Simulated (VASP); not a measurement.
# ZnSe (F-43m) in VASP: a series of runs

Aim: see how the results for ZnSe move with the level of theory and the settings. Levels: r2SCAN0, HSE06. Tasks: single point.

Everything below comes from runs of VASP 6.6.1. Logs are shortened: lines on timing, memory, paths and dates and some standing lists are left out, and cuts for length are marked.

### 1 The cell of the first run

The structure is cubic, space group F-43m (No. 216). The conventional cell has a = 5.665 Å, b = 5.665 Å, c = 5.665 Å, α = 90.00°, β = 90.00°, γ = 90.00°. Within 3.2 Å of Zn (site symmetry -43m) lie 4 Se at 2.45 Å. Within 3.2 Å of Se (site symmetry -43m) lie 4 Zn at 2.45 Å.

### 2 Single point, r2SCAN0

Input file POSCAR:

```
ZnSe
1.0
    0.0000000000      2.8324206823      2.8324206823
    2.8324206823      0.0000000000      2.8324206823
    2.8324206823      2.8324206823      0.0000000000
Zn Se
1 1
Direct
    0.0000000000      0.0000000000      0.0000000000
    0.2500000000      0.2500000000      0.2500000000
```

Input file INCAR.step1:

```
PREC = Accurate ; ENCUT = 520
EDIFF = 1E-5 ; ISMEAR = 0
SIGMA = 0.01 ; LREAL = False
LASPH = True ; NELM = 60
ALGO = Normal ; ISIF = 2
LWAVE = True ; GGA = PE
NBANDS = 16
```

Input file INCAR.step2:

```
PREC = Accurate ; ENCUT = 520
EDIFF = 1E-6 ; ISMEAR = 0
SIGMA = 0.01 ; LREAL = False
LASPH = True ; NELM = 60
ALGO = Normal ; ISIF = 2
LWAVE = False ; LCHARG = True
METAGGA = R2SCAN ; LHFCALC = True
AEXX = 0.25 ; LMIXTAU = True
PRECFOCK = Normal ; LELF = True
LVHAR = True ; ISTART = 1
NBANDS = 16
```

Input file KPOINTS:

```
regular mesh
0
Gamma
  6 6 6
```

Potentials or basis: VASP PAW PBE potentials, release 64 (Zn, Se).

Run with:

```
> cat potpaw_PBE.64/Zn/POTCAR potpaw_PBE.64/Se/POTCAR > POTCAR
> cp INCAR.step1 INCAR
> mpirun -np 1 vasp_std > vasp.out
> cp INCAR.step2 INCAR
> mpirun -np 1 vasp_std > vasp.out
```

OUTCAR:

```text
PREC = Accurate
   ENCUT = 520
   EDIFF = 1E-6
   ISMEAR = 0
   LREAL = False
   LASPH = True
   NELM = 60
   ISIF = 2
   METAGGA = R2SCAN
   LHFCALC = True
   AEXX = 0.25
   PRECFOCK = Normal
   ISTART = 1

 ion  position               nearest neighbor table
   1  0.000  0.000  0.000-   2 2.45   2 2.45   2 2.45   2 2.45
   2  0.250  0.250  0.250-   1 2.45   1 2.45   1 2.45   1 2.45

  LATTYP: Found a face centered cubic cell.
 ALAT       =     5.6648413646

  Lattice vectors:

 A1 = (   0.0000000000,   2.8324206823,   2.8324206823)
 A2 = (   2.8324206823,   0.0000000000,   2.8324206823)
 A3 = (   2.8324206823,   2.8324206823,   0.0000000000)

Analysis of symmetry for initial positions (statically):
=====================================================================
 Subroutine PRICEL returns:
 Original cell was already a primitive cell.

 Routine SETGRP: Setting up the symmetry group for a
 face centered cubic supercell.

 Subroutine GETGRP returns: Found 24 space group operations
 (whereof 24 operations were pure point group operations)
 out of a pool of 48 trial point group operations.

The static configuration has the point symmetry T_d .

Analysis of symmetry for dynamics (positions and initial velocities):
=====================================================================
 Subroutine PRICEL returns:
 Original cell was already a primitive cell.

 Routine SETGRP: Setting up the symmetry group for a
 face centered cubic supercell.

 Subroutine GETGRP returns: Found 24 space group operations
 (whereof 24 operations were pure point group operations)
 out of a pool of 48 trial point group operations.

The dynamic configuration has the point symmetry T_d .

 Subroutine INISYM returns: Found 24 space group operations
 (whereof 24 operations are pure point group operations),
 and found     1 'primitive' translations

----------------------------------------------------------------------------------------

                                     Primitive cell

  volume of cell :      45.4468

  direct lattice vectors                    reciprocal lattice vectors
     0.000000000  2.832420682  2.832420682    -0.176527450  0.176527450  0.176527450
     2.832420682  0.000000000  2.832420682     0.176527450 -0.176527450  0.176527450
     2.832420682  2.832420682  0.000000000     0.176527450  0.176527450 -0.176527450

  length of vectors
     4.005647743  4.005647743  4.005647743     0.305754512  0.305754512  0.305754512

  position of ions in fractional coordinates (direct lattice)
     0.000000000  0.000000000  0.000000000
     0.250000000  0.250000000  0.250000000

  ion indices of the primitive-cell ions
   primitive index   ion index
                 1           1
                 2           2

----------------------------------------------------------------------------------------

 KPOINTS: regular mesh

Automatic generation of k-mesh.
 Grid dimensions read from file:
 generate k-points for:    6    6    6

 Generating k-lattice:

  Cartesian coordinates                     Fractional coordinates (reciprocal lattice)
    -0.029421242  0.029421242  0.029421242     0.166666667  0.000000000  0.000000000
     0.029421242 -0.029421242  0.029421242     0.000000000  0.166666667  0.000000000
     0.029421242  0.029421242 -0.029421242     0.000000000  0.000000000  0.166666667

  Length of vectors
     0.050959085  0.050959085  0.050959085

  Shift w.r.t. Gamma in fractional coordinates (k-lattice)
     0.000000000  0.000000000  0.000000000

 Subroutine IBZKPT returns following result:
 ===========================================

 Found     16 irreducible k-points:

 Following reciprocal coordinates:
            Coordinates               Weight
  0.000000  0.000000  0.000000      1.000000
  0.166667  0.000000  0.000000      8.000000
  0.333333  0.000000  0.000000      8.000000
  0.500000  0.000000  0.000000      4.000000
  0.166667  0.166667  0.000000      6.000000
  0.333333  0.166667  0.000000     24.000000
[... 8 lines left out ...]
 -0.333333  0.333333  0.166667     24.000000
 -0.333333  0.500000  0.166667     12.000000
   k-points           NKPTS =     16   k-points in BZ     NKDIM =    216   number of bands    NBANDS=     16
   number of dos      NEDOS =    301   number of ions     NIONS =      2
   total plane-waves  NPLWV =  27000
   dimension x,y,z NGX =    30 NGY =   30 NGZ =   30
   dimension x,y,z NGXF=    60 NGYF=   60 NGZF=   60
   ions per type =               1   1
   NGX,Y,Z   is equivalent  to a cutoff of  12.45, 12.45, 12.45 a.u.
   NGXF,Y,Z  is equivalent  to a cutoff of  24.90, 24.90, 24.90 a.u.
 SYSTEM =  unknown system
   PREC   = accura    normal or accurate (medium, high low for compatibility)
   ISTART =      1    job   : 0-new  1-cont  2-samecut
   ICHARG =      0    charge: 1-file 2-atom 10-const
   ISPIN  =      1    spin polarized calculation?
   LNONCOLLINEAR =      F non collinear calculations
   LSORBIT =      F    spin-orbit coupling
   LASPH  =      T    aspherical Exc in radial PAW
   ENCUT  =  520.0 eV  38.22 Ry    6.18 a.u.   7.45  7.45  7.45*2*pi/ulx,y,z
   NELM   =     60;   NELMIN=  2; NELMDL=  0     # of ELM steps
   EDIFF  = 0.1E-05   stopping-criterion for ELM
   LREAL  =      F    real-space projection
   EDIFFG = 0.1E-04   stopping-criterion for IOM
   NSW    =      0    number of steps for IOM
   IBRION =     -1    ionic relax: 0-MD 1-quasi-New 2-CG
   NFREE  =      0    steps in history (QN), initial steepest desc. (CG)
   ISIF   =      2    stress and relaxation
   ISYM   =      3    0-nonsym 1-usesym 2-fastsym
   POTIM  = 0.5000    time-step for ionic-motion
   TEBEG  =    0.0;   TEEND  =   0.0 temperature during run
   PSTRESS=    0.0 pullay stress
   NELECT =      18.0000    total number of electrons
   NUPDOWN=      -1.0000    fix difference up-down
   EMIN   =  10.00;   EMAX   =-10.00  energy-range for DOS
   EFERMI =   0.00;   METHOD = LEGACY
   ISMEAR =     0;   SIGMA  =   0.01  broadening in eV -4-tet -1-fermi 0-gaus
   EFERMI_NEDOS =   21; number of points for ismear=-14 and -15
   IALGO  =     38    algorithm
   IMIX   =      1    mixing-type and parameters
     AMIX     =   0.40;   BMIX     =  1.00
     AMIX_MAG =   1.60;   BMIX_MAG =  1.00
  volume/ion in A,a.u.               =      22.72       153.35
  Fermi-wavevector in a.u.,A,eV,Ry     =   1.202259  2.271939 19.666213  1.445426
  Thomas-Fermi vector in A             =   2.338045
   LORBIT       =      0    0 simple, 1 ext, 2 COOP (PROOUT), +10 PAW based schemes
   METAGGA = R2SCAN    functional components
   LHFCALC =     T    Hartree Fock is set to
   PRECFOCK=normal    Normal, Fast or Accurate (Low or Medium for compatibility)
   ENCUT4O =  -1.0   cutoff for four orbital integrals eV
   NKREDX  =     1    reduce k-point grid by
   NKREDY  =     1    reduce k-point grid by
   NKREDZ  =     1    reduce k-point grid by
   AEXX    =    0.2500 exact exchange contribution
   HFSCREEN=    0.0000 screening length (either q_TF or 0.3 A-1)
   HFSCREENC=   0.0000 screening length for correlation (either q_TF or 0.3 A-1)
   ENCUTFOCK=  -1.0 apply spherical cutoff to Coloumb kernel
   IVDW    =     0    specifies the selected vdW correction
   LEPSILON=     F    determine dielectric tensor
   LRPA    =     F    only Hartree local field effects (RPA)
 non-spin polarized calculation
 Gauss-broadening in eV      SIGMA  =   0.01
  energy-cutoff  :      520.00
  volume of cell :       45.45
 maximum number of plane-waves:      1243
 NGX is ok and might be reduce to    30
  NGX = 24; NGY = 24; NGZ = 24

 number of electron      18.0000011 magnetization

 Free energy of the ion-electron system (eV)
  ---------------------------------------------------
  ext. energy  EPLUGINS =         0.00000000
  ---------------------------------------------------
  free energy    TOTEN  =       -22.44834992 eV

  energy without entropy =      -22.44834992  energy(sigma->0) =      -22.44834992

 E-fermi :   0.5034     XC(G=0):  -7.7460

 val. band max:        0.4130955805   @ k =   0.0000   0.0000   0.0000
 cond. band min:       3.8311816182   @ k =   0.0000   0.0000   0.0000
 fundamental gap:      3.4180860376
 Fermi energy:         0.5033630823

 k-point     1 :       0.0000    0.0000    0.0000
  band No.  band energies     occupation
      1     -14.3400      2.00000
      2      -7.9737      2.00000
      3      -7.9737      2.00000
      4      -7.9737      2.00000
      5      -7.6254      2.00000
      6      -7.6254      2.00000
[... 8 lines left out ...]
     15      14.2358      0.00000
     16      14.2358      0.00000

 k-point     2 :       0.1667    0.0000    0.0000
  band No.  band energies     occupation
      1     -14.1446      2.00000
      2      -7.9487      2.00000
      3      -7.9487      2.00000
      4      -7.9315      2.00000
      5      -7.6272      2.00000
      6      -7.6272      2.00000
[... 8 lines left out ...]
     15      13.1367      0.00000
     16      13.8525      0.00000

 k-point     3 :       0.3333    0.0000    0.0000
  band No.  band energies     occupation
      1     -13.7086      2.00000
      2      -7.9058      2.00000
      3      -7.9058      2.00000
      4      -7.7241      2.00000
      5      -7.6214      2.00000
      6      -7.6214      2.00000
[... 8 lines left out ...]
     15      13.8470      0.00000
     16      13.8470      0.00000

 k-point     4 :       0.5000    0.0000    0.0000
  band No.  band energies     occupation
      1     -13.4622      2.00000
      2      -7.8893      2.00000
      3      -7.8893      2.00000
      4      -7.6123      2.00000
      5      -7.6123      2.00000
      6      -7.4426      2.00000
[... 8 lines left out ...]
     15      16.1384      0.00000
     16      16.1385      0.00000

 k-point     5 :       0.1667    0.1667    0.0000
  band No.  band energies     occupation
      1     -14.0793      2.00000
      2      -7.9504      2.00000
      3      -7.9244      2.00000
      4      -7.9244      2.00000
      5      -7.6412      2.00000
      6      -7.6148      2.00000
[... 8 lines left out ...]
     15      14.6631      0.00000
     16      15.0671      0.00000

 k-point     6 :       0.3333    0.1667    0.0000
  band No.  band energies     occupation
      1     -13.7199      2.00000
      2      -7.9045      2.00000
      3      -7.8749      2.00000
      4      -7.8087      2.00000
      5      -7.6301      2.00000
      6      -7.6066      2.00000
[... 8 lines left out ...]
     15      15.0764      0.00000
     16      15.4000      0.00000
[... 115 lines left out ...]
 k-point    13 :       0.5000    0.5000    0.0000
  band No.  band energies     occupation
      1     -13.1675      2.00000
      2      -7.8398      2.00000
      3      -7.7460      2.00000
      4      -7.7460      2.00000
      5      -7.5826      2.00000
      6      -7.3954      2.00000
[... 8 lines left out ...]
     15      16.9154      0.00000
     16      17.4183      0.00000

 k-point    14 :       0.5000    0.3333    0.1667
  band No.  band energies     occupation
      1     -13.4084      2.00000
      2      -7.8548      2.00000
      3      -7.8411      2.00000
      4      -7.7145      2.00000
      5      -7.6101      2.00000
      6      -7.5135      2.00000
[... 8 lines left out ...]
     15      15.9637      0.00000
     16      17.4796      0.00000

 k-point    15 :      -0.3333    0.3333    0.1667
  band No.  band energies     occupation
      1     -13.2414      2.00000
      2      -7.8455      2.00000
      3      -7.8170      2.00000
      4      -7.6631      2.00000
      5      -7.6258      2.00000
      6      -7.3371      2.00000
[... 8 lines left out ...]
     15      16.0702      0.00000
     16      17.1611      0.00000

 k-point    16 :      -0.3333    0.5000    0.1667
  band No.  band energies     occupation
      1     -13.1640      2.00000
      2      -7.8311      2.00000
      3      -7.7840      2.00000
      4      -7.6975      2.00000
      5      -7.6109      2.00000
      6      -7.3109      2.00000
[... 8 lines left out ...]
     15      16.8820      0.00000
     16      17.2193      0.00000

------------------------ aborting loop because EDIFF is reached ----------------------------------------

  FORCE on cell =-STRESS in cart. coord.  units (eV):
  Direction    XX          YY          ZZ          XY          YZ          ZX
  --------------------------------------------------------------------------------------
  -------------------------------------------------------------------------------------
  Total       -0.0682552     -0.0682552     -0.0682552     -0.0000000      0.0000000     -0.0000000
  in kB       -2.4062640     -2.4062640     -2.4062640     -0.0000000      0.0000000     -0.0000000
  external PRESSURE =      -2.4062640 kB  Pullay stress =       0.0000000 kB

 VOLUME and BASIS-vectors are now :
 -----------------------------------------------------------------------------
  energy-cutoff  :      520.00
  volume of cell :       45.45
      direct lattice vectors                 reciprocal lattice vectors
     0.000000000  2.832420682  2.832420682    -0.176527450  0.176527450  0.176527450
     2.832420682  0.000000000  2.832420682     0.176527450 -0.176527450  0.176527450
     2.832420682  2.832420682  0.000000000     0.176527450  0.176527450 -0.176527450

 POSITION                                       TOTAL-FORCE (eV/Angst)
 -----------------------------------------------------------------------------------
      0.00000      0.00000      0.00000         0.000000      0.000000      0.000000
      1.41621      1.41621      1.41621        -0.000000     -0.000000     -0.000000
 -----------------------------------------------------------------------------------
    total drift:                                0.000064      0.000034      0.000039

  FREE ENERGIE OF THE ION-ELECTRON SYSTEM (eV)
  ---------------------------------------------------
  free  energy   TOTEN  =       -22.4483499179 eV

  energy  without entropy=      -22.4483499179  energy(sigma->0) =      -22.44834992
```

Wall time 61 min (1 thread of Intel Xeon Platinum 8259CL at 2.50GHz (Skylake/Cascade Lake), shared host); peak memory 0.2 GiB.

Results:

```yaml
Free_energy: -22.4483 eV
Pressure: -0.2 GPa
Band_gap_on_the_k_mesh: 3.42 eV
```

Levels at points of the mesh, in eV from the valence-band top:
| k point | band 6 | band 7 | band 8 | band 9 | band 10 | band 11 | band 12 | band 13 |
| --- | --- | --- | --- | --- | --- | --- | --- | --- |
| (0.00, 0.00, 0.00) | -8.04 | 0.00 | 0.00 | 0.00 | 3.42 | 8.01 | 8.01 | 8.01 |
| (0.50, 0.00, 0.00) | -7.86 | -5.66 | -0.94 | -0.94 | 4.66 | 8.53 | 8.53 | 10.74 |
| (0.50, 0.50, 0.00) | -7.81 | -5.23 | -2.37 | -2.37 | 4.75 | 5.47 | 13.40 | 14.09 |

Caveat: the PAW data sets were made with another functional, which shifts forces and pressure a little.

### 3 Single point, HSE06

POSCAR is that of step 2.

Input file INCAR.step1:

```
PREC = Accurate
ENCUT = 520
EDIFF = 1E-5
ISMEAR = 0
SIGMA = 0.01
LREAL = False
LASPH = True
NELM = 100
ALGO = Normal
ISIF = 2
LWAVE = True
LCHARG = False
GGA = PE
NBANDS = 16
```

Input file INCAR.step2:

```
PREC = Accurate
ENCUT = 520
EDIFF = 1E-6
ISMEAR = 0
SIGMA = 0.01
LREAL = False
LASPH = True
NELM = 100
ALGO = Normal
ISIF = 2
LWAVE = False
LCHARG = False
GGA = PE
LHFCALC = True
HFSCREEN = 0.2079
PRECFOCK = Normal
ISTART = 1
NBANDS = 16
```

Input file KPOINTS:

```
Automatic mesh
0
Gamma
  6 6 6
```

Potentials or basis: VASP PAW PBE potentials, release 64 (Zn, Se).

Run with:

```
> cat potpaw_PBE.64/Zn/POTCAR potpaw_PBE.64/Se/POTCAR > POTCAR
> cp INCAR.step1 INCAR
> mpirun -np 1 vasp_std > vasp.out
> cp INCAR.step2 INCAR
> mpirun -np 1 vasp_std > vasp.out
```

Run time: 85 min. Hardware: 1 thread of AMD EPYC 7R43 (Zen 3), shared host; peak memory 0.25 GiB.

It converged, with:

- Free energy: -7.4252 eV
- Pressure: 1.2 GPa
- Band gap on the k mesh: 2.41 eV

Levels at points of the mesh, in eV from the valence-band top:
| k point | band 5 | band 6 | band 7 | band 8 | band 9 | band 10 | band 11 | band 12 | band 13 | band 14 |
| --- | --- | --- | --- | --- | --- | --- | --- | --- | --- | --- |
| (0.00, 0.00, 0.00) | -7.85 | -7.85 | 0.00 | 0.00 | 0.00 | 2.41 | 6.94 | 6.94 | 6.94 | 11.30 |
| (0.50, 0.00, 0.00) | -7.84 | -7.66 | -5.54 | -0.92 | -0.92 | 3.65 | 7.49 | 7.49 | 9.74 | 12.34 |
| (0.50, 0.50, 0.00) | -7.81 | -7.62 | -5.14 | -2.32 | -2.32 | 3.85 | 4.50 | 12.18 | 12.82 | 12.82 |

Caveat: the PAW data sets were made with another functional, which shifts forces and pressure a little.
